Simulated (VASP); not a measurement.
# RbBr2 in VASP: a series of runs

Runs on RbBr2. Level: PBE. Tasks: single point, relaxation of cell and atoms.

Everything below comes from runs of VASP 6.6.1. Logs are shortened: lines on timing, memory, paths and dates and some standing lists are left out, and cuts for length are marked.

## (1) The cell of the first run

The structure is cubic, space group Fm-3m (No. 225). Conventional cell: a = 8.080 Å, b = 8.080 Å, c = 8.080 Å, α = 90.00°, β = 90.00°, γ = 90.00°. Within 4.6 Å of Rb (site symmetry m-3m) lie 8 Br at 3.50 Å. Br (site symmetry -43m) has 4 Rb at 3.50 Å and 6 Br at 4.04 Å within 4.6 Å.

## (2) Single point, PBE

Input file INCAR:

```
SYSTEM = RbBr2
PREC = Accurate ; ENCUT = 520
EDIFF = 1E-6 ; ISMEAR = 0
SIGMA = 0.1 ; LREAL = .False.
LASPH = .True. ; NELM = 100
ALGO = Normal ; ISIF = 2
LWAVE = .False. ; LCHARG = .False.
GGA = PE ; NBANDS = 18
```

Input file KPOINTS:

```
regular mesh
0
Gamma
  4 4 4
  0 0 0
```

Input file POSCAR:

```
RbBr2
1.0
    0.0000000000      4.0398618664      4.0398618664
    4.0398618664      0.0000000000      4.0398618664
    4.0398618664      4.0398618664      0.0000000000
Rb Br
1 2
Direct
    0.0000000000      0.0000000000      0.0000000000
    0.2500000000      0.2500000000      0.2500000000
    0.7500000000      0.7500000000      0.7500000000
```

Potentials or basis: VASP PAW PBE potentials, release 64 (Rb_sv, Br).

Launch:

```sh
$ cat potpaw_PBE.64/Rb_sv/POTCAR potpaw_PBE.64/Br/POTCAR > POTCAR
$ mpirun -np 1 vasp_std > vasp.out
```

OUTCAR:

```text
SYSTEM = RbBr2
   PREC = Accurate
   ENCUT = 520
   EDIFF = 1E-6
   ISMEAR = 0
   LREAL = .False.
   LASPH = .True.
   NELM = 100
   ISIF = 2
   GGA = PE

 ion  position               nearest neighbor table
   1  0.000  0.000  0.000-   2 3.50   3 3.50   3 3.50   3 3.50   3 3.50   2 3.50   2 3.50   2 3.50

   2  0.250  0.250  0.250-   1 3.50   1 3.50   1 3.50   1 3.50
   3  0.750  0.750  0.750-   1 3.50   1 3.50   1 3.50   1 3.50

  LATTYP: Found a face centered cubic cell.
 ALAT       =     8.0797237328

  Lattice vectors:

 A1 = (   0.0000000000,   4.0398618664,   4.0398618664)
 A2 = (   4.0398618664,   0.0000000000,   4.0398618664)
 A3 = (   4.0398618664,   4.0398618664,   0.0000000000)

Analysis of symmetry for initial positions (statically):
=====================================================================
 Subroutine PRICEL returns:
 Original cell was already a primitive cell.

 Routine SETGRP: Setting up the symmetry group for a
 face centered cubic supercell.

 Subroutine GETGRP returns: Found 48 space group operations
 (whereof 48 operations were pure point group operations)
 out of a pool of 48 trial point group operations.

The static configuration has the point symmetry O_h .

Analysis of symmetry for dynamics (positions and initial velocities):
=====================================================================
 Subroutine PRICEL returns:
 Original cell was already a primitive cell.

 Routine SETGRP: Setting up the symmetry group for a
 face centered cubic supercell.

 Subroutine GETGRP returns: Found 48 space group operations
 (whereof 48 operations were pure point group operations)
 out of a pool of 48 trial point group operations.

The dynamic configuration has the point symmetry O_h .

 Subroutine INISYM returns: Found 48 space group operations
 (whereof 48 operations are pure point group operations),
 and found     1 'primitive' translations

----------------------------------------------------------------------------------------

                                     Primitive cell

  volume of cell :     131.8650

  direct lattice vectors                    reciprocal lattice vectors
     0.000000000  4.039861866  4.039861866    -0.123766608  0.123766608  0.123766608
     4.039861866  0.000000000  4.039861866     0.123766608 -0.123766608  0.123766608
     4.039861866  4.039861866  0.000000000     0.123766608  0.123766608 -0.123766608

  length of vectors
     5.713227442  5.713227442  5.713227442     0.214370053  0.214370053  0.214370053

  position of ions in fractional coordinates (direct lattice)
     0.000000000  0.000000000  0.000000000
     0.250000000  0.250000000  0.250000000
     0.750000000  0.750000000  0.750000000

  ion indices of the primitive-cell ions
   primitive index   ion index
                 1           1
                 2           2
                 3           3

----------------------------------------------------------------------------------------

 KPOINTS: regular mesh

Automatic generation of k-mesh.
 Grid dimensions read from file:
 generate k-points for:    4    4    4

 Generating k-lattice:

  Cartesian coordinates                     Fractional coordinates (reciprocal lattice)
    -0.030941652  0.030941652  0.030941652     0.250000000  0.000000000  0.000000000
     0.030941652 -0.030941652  0.030941652     0.000000000  0.250000000  0.000000000
     0.030941652  0.030941652 -0.030941652     0.000000000  0.000000000  0.250000000

  Length of vectors
     0.053592513  0.053592513  0.053592513

  Shift w.r.t. Gamma in fractional coordinates (k-lattice)
     0.000000000  0.000000000  0.000000000

 Subroutine IBZKPT returns following result:
 ===========================================

 Found      8 irreducible k-points:

 Following reciprocal coordinates:
            Coordinates               Weight
  0.000000  0.000000  0.000000      1.000000
  0.250000  0.000000  0.000000      8.000000
  0.500000  0.000000  0.000000      4.000000
  0.250000  0.250000  0.000000      6.000000
  0.500000  0.250000  0.000000     24.000000
 -0.250000  0.250000  0.000000     12.000000
  0.500000  0.500000  0.000000      3.000000
 -0.250000  0.500000  0.250000      6.000000
   k-points           NKPTS =      8   k-points in BZ     NKDIM =      8   number of bands    NBANDS=     18
   number of dos      NEDOS =    301   number of ions     NIONS =      3
   total plane-waves  NPLWV =  74088
   dimension x,y,z NGX =    42 NGY =   42 NGZ =   42
   dimension x,y,z NGXF=    84 NGYF=   84 NGZF=   84
   ions per type =               1   2
   NGX,Y,Z   is equivalent  to a cutoff of  12.22, 12.22, 12.22 a.u.
   NGXF,Y,Z  is equivalent  to a cutoff of  24.44, 24.44, 24.44 a.u.
 SYSTEM =  RbBr2
   PREC   = accura    normal or accurate (medium, high low for compatibility)
   ISTART =      0    job   : 0-new  1-cont  2-samecut
   ICHARG =      2    charge: 1-file 2-atom 10-const
   ISPIN  =      1    spin polarized calculation?
   LNONCOLLINEAR =      F non collinear calculations
   LSORBIT =      F    spin-orbit coupling
   LASPH  =      T    aspherical Exc in radial PAW
   ENCUT  =  520.0 eV  38.22 Ry    6.18 a.u.  10.62 10.62 10.62*2*pi/ulx,y,z
   NELM   =    100;   NELMIN=  2; NELMDL= -5     # of ELM steps
   EDIFF  = 0.1E-05   stopping-criterion for ELM
   LREAL  =      F    real-space projection
   EDIFFG = 0.1E-04   stopping-criterion for IOM
   NSW    =      0    number of steps for IOM
   IBRION =     -1    ionic relax: 0-MD 1-quasi-New 2-CG
   NFREE  =      0    steps in history (QN), initial steepest desc. (CG)
   ISIF   =      2    stress and relaxation
   ISYM   =      2    0-nonsym 1-usesym 2-fastsym
   POTIM  = 0.5000    time-step for ionic-motion
   TEBEG  =    0.0;   TEEND  =   0.0 temperature during run
   PSTRESS=    0.0 pullay stress
   NELECT =      23.0000    total number of electrons
   NUPDOWN=      -1.0000    fix difference up-down
   EMIN   =  10.00;   EMAX   =-10.00  energy-range for DOS
   EFERMI =   0.00;   METHOD = LEGACY
   ISMEAR =     0;   SIGMA  =   0.10  broadening in eV -4-tet -1-fermi 0-gaus
   EFERMI_NEDOS =   21; number of points for ismear=-14 and -15
   IALGO  =     38    algorithm
   IMIX   =      4    mixing-type and parameters
     AMIX     =   0.40;   BMIX     =  1.00
     AMIX_MAG =   1.60;   BMIX_MAG =  1.00
  volume/ion in A,a.u.               =      43.96       296.62
  Fermi-wavevector in a.u.,A,eV,Ry     =   0.914691  1.728515 11.383438  0.836659
  Thomas-Fermi vector in A             =   2.039347
   LORBIT       =      0    0 simple, 1 ext, 2 COOP (PROOUT), +10 PAW based schemes
   GGA     = PE    functional components
   LHFCALC =     F    Hartree Fock is set to
   AEXX    =    0.0000 exact exchange contribution
   IVDW    =     0    specifies the selected vdW correction
   LEPSILON=     F    determine dielectric tensor
   LRPA    =     F    only Hartree local field effects (RPA)
 non-spin polarized calculation
 Gauss-broadening in eV      SIGMA  =   0.10
  energy-cutoff  :      520.00
  volume of cell :      131.87
 maximum number of plane-waves:      3584
   NGX = 21   NGY = 21   NGZ = 21

 number of electron      22.9999995 magnetization

 Free energy of the ion-electron system (eV)
  ---------------------------------------------------
  ext. energy  EPLUGINS =         0.00000000
  ---------------------------------------------------
  free energy    TOTEN  =        -6.89927989 eV

  energy without entropy =       -6.85286603  energy(sigma->0) =       -6.87607296

 E-fermi :  -2.3475     XC(G=0):  -6.8593

 val. band max:       -2.3624029310   @ k =   0.2500   0.2500   0.0000
 cond. band min:      -2.3193122232   @ k =  -0.2500   0.2500   0.0000
 fundamental gap:      0.0430907077
 Fermi energy:        -2.3475367991

 k-point     1 :       0.0000    0.0000    0.0000
  band No.  band energies     occupation
      1     -26.6338      2.00000
      2     -15.0962      2.00000
      3     -14.7831      2.00000
      4     -10.7611      2.00000
      5     -10.7611      2.00000
      6     -10.7611      2.00000
[... 10 lines left out ...]
     17       6.4515      0.00000
     18       6.4515      0.00000

 k-point     2 :       0.2500    0.0000    0.0000
  band No.  band energies     occupation
      1     -26.6330      2.00000
      2     -15.0650      2.00000
      3     -14.8332      2.00000
      4     -10.7674      2.00000
      5     -10.7674      2.00000
      6     -10.7361      2.00000
[... 10 lines left out ...]
     17       6.9022      0.00000
     18       6.9022      0.00000

 k-point     3 :       0.5000    0.0000    0.0000
  band No.  band energies     occupation
      1     -26.6321      2.00000
      2     -14.9754      2.00000
      3     -14.9432      2.00000
      4     -10.7737      2.00000
      5     -10.7737      2.00000
      6     -10.7066      2.00000
[... 10 lines left out ...]
     17       6.6064      0.00000
     18       7.3580      0.00000

 k-point     4 :       0.2500    0.2500    0.0000
  band No.  band energies     occupation
      1     -26.6327      2.00000
      2     -15.0655      2.00000
      3     -14.8371      2.00000
      4     -10.7761      2.00000
      5     -10.7761      2.00000
      6     -10.7162      2.00000
[... 10 lines left out ...]
     17       6.7267      0.00000
     18       6.7268      0.00000

 k-point     5 :       0.5000    0.2500    0.0000
  band No.  band energies     occupation
      1     -26.6319      2.00000
      2     -15.0069      2.00000
      3     -14.9149      2.00000
      4     -10.7824      2.00000
      5     -10.7640      2.00000
      6     -10.7049      2.00000
[... 10 lines left out ...]
     17       6.6318      0.00000
     18       7.0442      0.00000

 k-point     6 :      -0.2500    0.2500    0.0000
  band No.  band energies     occupation
      1     -26.6321      2.00000
      2     -15.0154      2.00000
      3     -14.9015      2.00000
      4     -10.7738      2.00000
      5     -10.7503      2.00000
      6     -10.7316      2.00000
[... 10 lines left out ...]
     17       6.6527      0.00000
     18       7.4424      0.00000

 k-point     7 :       0.5000    0.5000    0.0000
  band No.  band energies     occupation
      1     -26.6316      2.00000
      2     -15.0344      2.00000
      3     -14.8897      2.00000
      4     -10.7910      2.00000
      5     -10.7910      2.00000
      6     -10.6678      2.00000
[... 10 lines left out ...]
     17       7.0881      0.00000
     18       7.1470      0.00000

 k-point     8 :      -0.2500    0.5000    0.2500
  band No.  band energies     occupation
      1     -26.6316      2.00000
      2     -14.9637      2.00000
      3     -14.9637      2.00000
      4     -10.7914      2.00000
      5     -10.7271      2.00000
      6     -10.7271      2.00000
[... 10 lines left out ...]
     17       7.0449      0.00000
     18       7.2860      0.00000

------------------------ aborting loop because EDIFF is reached ----------------------------------------

  FORCE on cell =-STRESS in cart. coord.  units (eV):
  Direction    XX          YY          ZZ          XY          YZ          ZX
  --------------------------------------------------------------------------------------
  -------------------------------------------------------------------------------------
  Total        0.0119262      0.0119262      0.0119262     -0.0000000      0.0000000     -0.0000000
  in kB        0.1449046      0.1449046      0.1449046     -0.0000000      0.0000000     -0.0000000
  external PRESSURE =       0.1449046 kB  Pullay stress =       0.0000000 kB

 VOLUME and BASIS-vectors are now :
 -----------------------------------------------------------------------------
  energy-cutoff  :      520.00
  volume of cell :      131.87
      direct lattice vectors                 reciprocal lattice vectors
     0.000000000  4.039861866  4.039861866    -0.123766608  0.123766608  0.123766608
     4.039861866  0.000000000  4.039861866     0.123766608 -0.123766608  0.123766608
     4.039861866  4.039861866  0.000000000     0.123766608  0.123766608 -0.123766608

 POSITION                                       TOTAL-FORCE (eV/Angst)
 -----------------------------------------------------------------------------------
      0.00000      0.00000      0.00000        -0.000000      0.000000     -0.000000
      2.01993      2.01993      2.01993         0.000000      0.000000      0.000000
      6.05979      6.05979      6.05979        -0.000000     -0.000000     -0.000000
 -----------------------------------------------------------------------------------
    total drift:                               -0.000000     -0.000000     -0.000000

  FREE ENERGIE OF THE ION-ELECTRON SYSTEM (eV)
  ---------------------------------------------------
  free  energy   TOTEN  =        -6.8992798864 eV

  energy  without entropy=       -6.8528660333  energy(sigma->0) =       -6.87607296
```

Run time: 18 s. Hardware: 1 thread of Intel Xeon Platinum 8488C (Sapphire Rapids), shared host; peak memory 0.24 GiB.

Results:

```
Free energy            : -6.8993 eV
Pressure               : 0.0 GPa
Band gap on the k mesh : zero (an odd number of electrons rules out a gap without spin polarisation)
```

Caveat: an odd number of electrons without spin polarisation forces a metal; a magnetic or distorted state may lie lower.

(Part 1 of 2 ends here.)

The gap in the log of VASP goes by the Fermi energy; the results here count the filled bands.